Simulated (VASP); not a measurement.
# N in VASP: settings compared

N is run at these levels: PBE, PBEsol+D3(BJ), revPBE, LDA; tasks: single point.

Everything below comes from runs of VASP 6.6.1. Logs are shortened: lines on timing, memory, paths and dates and some standing lists are left out, and cuts for length are marked.

## 1. The cell of the first run

It takes space group P6_3/mmc (No. 194, hexagonal). Conventional cell: a = 2.519 Å, b = 2.519 Å, c = 2.446 Å, α = 90.00°, β = 90.00°, γ = 120.00°. N (site symmetry -6m2) has 8 N at 1.90 to 2.45 Å within 2.5 Å.

## 2. Single point, PBE

Contents of INCAR:

```
SYSTEM = N
PREC = Accurate ; ENCUT = 520
EDIFF = 1E-7 ; ISMEAR = -1
SIGMA = 0.02 ; LREAL = .False.
LASPH = .True. ; NELM = 100
ALGO = Normal ; ISIF = 2
LWAVE = .False. ; LCHARG = .False.
GGA = PE ; NBANDS = 12
```

Contents of KPOINTS:

```
Automatic mesh
0
Gamma
  6 6 6
  0 0 0
```

Contents of POSCAR:

```
N
1.0
    2.5194737886      0.0000000000      0.0000000000
   -1.2597368943      2.1819283051      0.0000000000
    0.0000000000      0.0000000000      2.4460020000
N
2
Direct
    0.3333333333      0.6666666667      0.7500000000
    0.6666666667      0.3333333333      0.2500000000
```

Potentials or basis: VASP PAW PBE potentials, release 64 (N).

Launch:

```console
> cat potpaw_PBE.64/N/POTCAR > POTCAR
> mpirun -np 1 vasp_std > vasp.out
```

OUTCAR:

```text
SYSTEM = N
   PREC = Accurate
   ENCUT = 520
   EDIFF = 1E-7
   ISMEAR = -1
   LREAL = .False.
   LASPH = .True.
   NELM = 100
   ISIF = 2
   GGA = PE

 ion  position               nearest neighbor table
   1  0.333  0.667  0.750-
   2  0.667  0.333  0.250-

  LATTYP: Found a hexagonal cell.
 ALAT       =     2.5194737886
 C/A-ratio  =     0.9708384390

  Lattice vectors:

 A1 = (   2.5194737886,   0.0000000000,   0.0000000000)
 A2 = (  -1.2597368943,   2.1819283051,   0.0000000000)
 A3 = (   0.0000000000,   0.0000000000,   2.4460020000)

Analysis of symmetry for initial positions (statically):
=====================================================================
 Subroutine PRICEL returns:
 Original cell was already a primitive cell.

 Routine SETGRP: Setting up the symmetry group for a
 hexagonal supercell.

 Subroutine GETGRP returns: Found 24 space group operations
 (whereof 12 operations were pure point group operations)
 out of a pool of 24 trial point group operations.

The static configuration has the point symmetry D_3d.
 The point group associated with its full space group is D_6h.

Analysis of symmetry for dynamics (positions and initial velocities):
=====================================================================
 Subroutine PRICEL returns:
 Original cell was already a primitive cell.

 Routine SETGRP: Setting up the symmetry group for a
 hexagonal supercell.

 Subroutine GETGRP returns: Found 24 space group operations
 (whereof 12 operations were pure point group operations)
 out of a pool of 24 trial point group operations.

The dynamic configuration has the point symmetry D_3d.
 The point group associated with its full space group is D_6h.

 Subroutine INISYM returns: Found 24 space group operations
 (whereof 12 operations are pure point group operations),
 and found     1 'primitive' translations

----------------------------------------------------------------------------------------

                                     Primitive cell

  volume of cell :      13.4464

  direct lattice vectors                    reciprocal lattice vectors
     2.519473789  0.000000000  0.000000000     0.396908277  0.229155100  0.000000000
    -1.259736894  2.181928305  0.000000000     0.000000000  0.458310201  0.000000000
     0.000000000  0.000000000  2.446002000     0.000000000  0.000000000  0.408830410

  length of vectors
     2.519473789  2.519473789  2.446002000     0.458310201  0.458310201  0.408830410

  position of ions in fractional coordinates (direct lattice)
     0.333333333  0.666666667  0.750000000
     0.666666667  0.333333333  0.250000000

  ion indices of the primitive-cell ions
   primitive index   ion index
                 1           1
                 2           2

----------------------------------------------------------------------------------------

 KPOINTS: Automatic mesh

Automatic generation of k-mesh.
 Grid dimensions read from file:
 generate k-points for:    6    6    6

 Generating k-lattice:

  Cartesian coordinates                     Fractional coordinates (reciprocal lattice)
     0.066151379  0.038192517  0.000000000     0.166666667  0.000000000  0.000000000
     0.000000000  0.076385033  0.000000000     0.000000000  0.166666667  0.000000000
     0.000000000  0.000000000  0.068138402     0.000000000  0.000000000  0.166666667

  Length of vectors
     0.076385033  0.076385033  0.068138402

  Shift w.r.t. Gamma in fractional coordinates (k-lattice)
     0.000000000  0.000000000  0.000000000

 Subroutine IBZKPT returns following result:
 ===========================================

 Found     28 irreducible k-points:

 Following reciprocal coordinates:
            Coordinates               Weight
  0.000000  0.000000  0.000000      1.000000
  0.166667  0.000000  0.000000      6.000000
  0.333333 -0.000000  0.000000      6.000000
  0.500000  0.000000  0.000000      3.000000
  0.166667  0.166667  0.000000      6.000000
  0.333333  0.166667  0.000000     12.000000
[... 16 lines left out ...]
  0.166667  0.000000  0.500000      6.000000
  0.333333 -0.000000  0.500000      6.000000
 [... further k-points ...]
   k-points           NKPTS =     28   k-points in BZ     NKDIM =     28   number of bands    NBANDS=     12
   number of dos      NEDOS =    301   number of ions     NIONS =      2
   total plane-waves  NPLWV =   7200
   dimension x,y,z NGX =    20 NGY =   20 NGZ =   18
   dimension x,y,z NGXF=    40 NGYF=   40 NGZF=   36
   ions per type =               2
   NGX,Y,Z   is equivalent  to a cutoff of  13.20, 13.20, 12.23 a.u.
   NGXF,Y,Z  is equivalent  to a cutoff of  26.39, 26.39, 24.47 a.u.
 SYSTEM =  N
   PREC   = accura    normal or accurate (medium, high low for compatibility)
   ISTART =      0    job   : 0-new  1-cont  2-samecut
   ICHARG =      2    charge: 1-file 2-atom 10-const
   ISPIN  =      1    spin polarized calculation?
   LNONCOLLINEAR =      F non collinear calculations
   LSORBIT =      F    spin-orbit coupling
   LASPH  =      T    aspherical Exc in radial PAW
   ENCUT  =  520.0 eV  38.22 Ry    6.18 a.u.   4.68  4.68  4.55*2*pi/ulx,y,z
   NELM   =    100;   NELMIN=  2; NELMDL= -5     # of ELM steps
   EDIFF  = 0.1E-06   stopping-criterion for ELM
   LREAL  =      F    real-space projection
   EDIFFG = 0.1E-05   stopping-criterion for IOM
   NSW    =      0    number of steps for IOM
   IBRION =     -1    ionic relax: 0-MD 1-quasi-New 2-CG
   NFREE  =      0    steps in history (QN), initial steepest desc. (CG)
   ISIF   =      2    stress and relaxation
   ISYM   =      2    0-nonsym 1-usesym 2-fastsym
   POTIM  = 0.5000    time-step for ionic-motion
   TEBEG  =    0.0;   TEEND  =   0.0 temperature during run
   PSTRESS=    0.0 pullay stress
   NELECT =      10.0000    total number of electrons
   NUPDOWN=      -1.0000    fix difference up-down
   EMIN   =  10.00;   EMAX   =-10.00  energy-range for DOS
   EFERMI =   0.00;   METHOD = LEGACY
   ISMEAR =    -1;   SIGMA  =   0.02  broadening in eV -4-tet -1-fermi 0-gaus
   EFERMI_NEDOS =   21; number of points for ismear=-14 and -15
   IALGO  =     38    algorithm
   IMIX   =      4    mixing-type and parameters
     AMIX     =   0.40;   BMIX     =  1.00
     AMIX_MAG =   1.60;   BMIX_MAG =  1.00
  volume/ion in A,a.u.               =       6.72        45.37
  Fermi-wavevector in a.u.,A,eV,Ry     =   1.483221  2.802881 29.932052  2.199944
  Thomas-Fermi vector in A             =   2.596909
   LORBIT       =      0    0 simple, 1 ext, 2 COOP (PROOUT), +10 PAW based schemes
   GGA     = PE    functional components
   LHFCALC =     F    Hartree Fock is set to
   AEXX    =    0.0000 exact exchange contribution
   IVDW    =     0    specifies the selected vdW correction
   LEPSILON=     F    determine dielectric tensor
   LRPA    =     F    only Hartree local field effects (RPA)
 non-spin polarized calculation
  energy-cutoff  :      520.00
  volume of cell :       13.45
 maximum number of plane-waves:       381
 NGX is ok and might be reduce to    20
   NGX =  9   NGY =  9   NGZ =  9

 number of electron      10.0000000 magnetization

 Free energy of the ion-electron system (eV)
  ---------------------------------------------------
  ext. energy  EPLUGINS =         0.00000000
  ---------------------------------------------------
  free energy    TOTEN  =        -9.42038777 eV

  energy without entropy =       -9.41869154  energy(sigma->0) =       -9.41953966

 E-fermi :   6.9299     XC(G=0): -13.0368

 val. band max:        6.9288168763   @ k =   0.1667   0.0000   0.3333
 cond. band min:       7.1396281132   @ k =   0.0000   0.0000   0.3333
 fundamental gap:      0.2108112369
 Fermi energy:         6.9298724075

 k-point     1 :       0.0000    0.0000    0.0000
  band No.  band energies     occupation
      1     -15.0194      2.00000
      2       1.2870      2.00000
      3       2.2502      2.00000
      4       4.6834      2.00000
      5       4.6834      2.00000
      6       9.8605      0.00000
      7       9.8605      0.00000
      8      13.1806      0.00000
      9      21.6452      0.00000
     10      25.1708      0.00000
     11      32.4402      0.00000
     12      32.4402      0.00000

 k-point     2 :       0.1667    0.0000    0.0000
  band No.  band energies     occupation
      1     -14.3544      2.00000
      2      -0.6403      2.00000
      3       2.7888      2.00000
      4       3.7997      2.00000
      5       4.8024      2.00000
      6       9.6538      0.00000
      7      10.6959      0.00000
      8      12.3408      0.00000
      9      22.9557      0.00000
     10      24.7375      0.00000
     11      33.5734      0.00000
     12      33.6227      0.00000

 k-point     3 :       0.3333   -0.0000    0.0000
  band No.  band energies     occupation
      1     -12.4481      2.00000
      2      -4.5551      2.00000
      3       2.5481      2.00000
      4       4.2489      2.00000
      5       4.8355      2.00000
      6       9.5931      0.00000
      7      10.3129      0.00000
      8      11.7591      0.00000
      9      21.8118      0.00000
     10      27.8588      0.00000
     11      34.6346      0.00000
     12      35.3114      0.00000
[... 286 lines left out ...]
 k-point    23 :       0.1667    0.0000    0.5000
  band No.  band energies     occupation
      1      -9.4672      2.00000
      2      -9.4672      2.00000
      3       4.6905      2.00000
      4       4.6905      2.00000
      5       7.2458      0.00000
      6       7.2458      0.00000
      7      10.6177      0.00000
      8      10.6177      0.00000
      9      26.6260      0.00000
     10      26.6260      0.00000
     11      32.2770      0.00000
     12      32.2770      0.00000

 k-point    24 :       0.3333   -0.0000    0.5000
  band No.  band energies     occupation
      1      -7.7802      2.00000
      2      -7.7802      2.00000
      3       0.7790      2.00000
      4       0.7790      2.00000
      5       6.5722      2.00000
      6       6.5722      2.00000
      7      11.1140      0.00000
      8      11.1140      0.00000
      9      26.1490      0.00000
     10      26.1490      0.00000
     11      36.5359      0.00000
     12      36.5359      0.00000

 [... further k-points ...]
[... 5 lines left out ...]
  --------------------------------------------------------------------------------------
  -------------------------------------------------------------------------------------
  Total        1.2633177      1.2633177      0.6740551      0.0000000     -0.0000000      0.0000000
  in kB      150.5275632    150.5275632     80.3154008      0.0000000     -0.0000000      0.0000000
  external PRESSURE =     127.1235091 kB  Pullay stress =       0.0000000 kB

 VOLUME and BASIS-vectors are now :
 -----------------------------------------------------------------------------
  energy-cutoff  :      520.00
  volume of cell :       13.45
      direct lattice vectors                 reciprocal lattice vectors
     2.519473789  0.000000000  0.000000000     0.396908277  0.229155100  0.000000000
    -1.259736894  2.181928305  0.000000000     0.000000000  0.458310201  0.000000000
     0.000000000  0.000000000  2.446002000     0.000000000  0.000000000  0.408830410

 POSITION                                       TOTAL-FORCE (eV/Angst)
 -----------------------------------------------------------------------------------
     -0.00000      1.45462      1.83450         0.000000      0.000000      0.000000
      1.25974      0.72731      0.61150        -0.000000     -0.000000      0.000000
 -----------------------------------------------------------------------------------
    total drift:                               -0.000000      0.000000      0.000000

  FREE ENERGIE OF THE ION-ELECTRON SYSTEM (eV)
  ---------------------------------------------------
  free  energy   TOTEN  =        -9.4203877735 eV

  energy  without entropy=       -9.4186915395  energy(sigma->0) =       -9.41953966
```

Run time: 2.4 s. Hardware: 1 thread of Intel Xeon 6975P-C (Granite Rapids), shared host; peak memory 0.11 GiB.

Results:

```
Free energy            : -9.4204 eV
Pressure               : 12.7 GPa
Band gap on the k mesh : zero (band 5 reaches 7.90 eV, above the bottom of band 6 at 3.19 eV)
```

Levels at points of the mesh, in eV from the Fermi level:
```
           k point  band 2  band 3  band 4  band 5  band 6  band 7  band 8  band 9
(0.00, 0.00, 0.00)   -5.64   -4.68   -2.25   -2.25    2.93    2.93    6.25   14.72
(0.50, 0.00, 0.00)  -14.37   -4.88   -2.15   -1.39    1.82    2.82    5.19   13.79
(0.00, 0.00, 0.50)  -17.01    0.69    0.69    0.69    0.69    2.17    2.17   21.84
(0.50, 0.00, 0.50)  -13.22   -8.48   -8.48   -0.67   -0.67    4.14    4.14   19.46
```

Caveat: the k points lie up to 0.48 Å⁻¹ apart.

## 3. Single point, PBEsol+D3(BJ) (volume scaled by 0.8)

Contents of INCAR:

```
PREC = Accurate
ENCUT = 520
EDIFF = 1E-7
ISMEAR = -1
SIGMA = 0.01
LREAL = F
LASPH = T
NELM = 100
ALGO = Normal
ISIF = 2
LWAVE = F
LCHARG = F
GGA = PS
IVDW = 12
NBANDS = 12
```

Contents of KPOINTS:

```
regular mesh
0
Gamma
  12 12 11
```

Contents of POSCAR:

```
N
1.0
    2.3388722807      0.0000000000      0.0000000000
   -1.1694361404      2.0255228113      0.0000000000
    0.0000000000      0.0000000000      2.2706671140
N
2
Direct
    0.3333333333      0.6666666667      0.7500000000
    0.6666666667      0.3333333333      0.2500000000
```

Potentials or basis: VASP PAW PBE potentials, release 64 (N).

Launch:

```console
> cat potpaw_PBE.64/N/POTCAR > POTCAR
> mpirun -np 1 vasp_std > vasp.out
```

Wall time 5.7 s (1 thread of Intel Xeon 6975P-C (Granite Rapids), shared host); peak memory 0.13 GiB.

The run converged. Its results:

| Property | Result |
| --- | --- |
| Free energy | -10.1838 eV |
| Pressure | 66.4 GPa |
| Band gap on the k mesh | zero (band 5 reaches 12.71 eV, above the bottom of band 6 at 6.26 eV) |
| Dispersion energy per atom | -0.119 eV |

Stress tensor (GPa, compression positive):
```
64.49  0.00  0.00
 0.00 64.49  0.00
 0.00  0.00 70.23
```

Levels at points of the mesh, in eV from the Fermi level:
| k point | band 1 | band 2 | band 3 | band 4 | band 5 | band 6 | band 7 | band 8 | band 9 | band 10 |
| --- | --- | --- | --- | --- | --- | --- | --- | --- | --- | --- |
| (0.00, 0.00, 0.00) | -25.98 | -6.55 | -3.80 | -3.42 | -3.42 | 2.98 | 2.98 | 7.58 | 14.02 | 19.53 |
| (0.50, 0.00, 0.00) | -20.13 | -17.18 | -6.85 | -2.39 | -1.67 | 1.64 | 3.52 | 6.20 | 13.26 | 26.64 |

Caveat: the PAW data sets were made with another functional, which shifts forces and pressure a little; pairwise dispersion overbinds metals, which lowers pressure and volume.

[end of part 1 of 2]
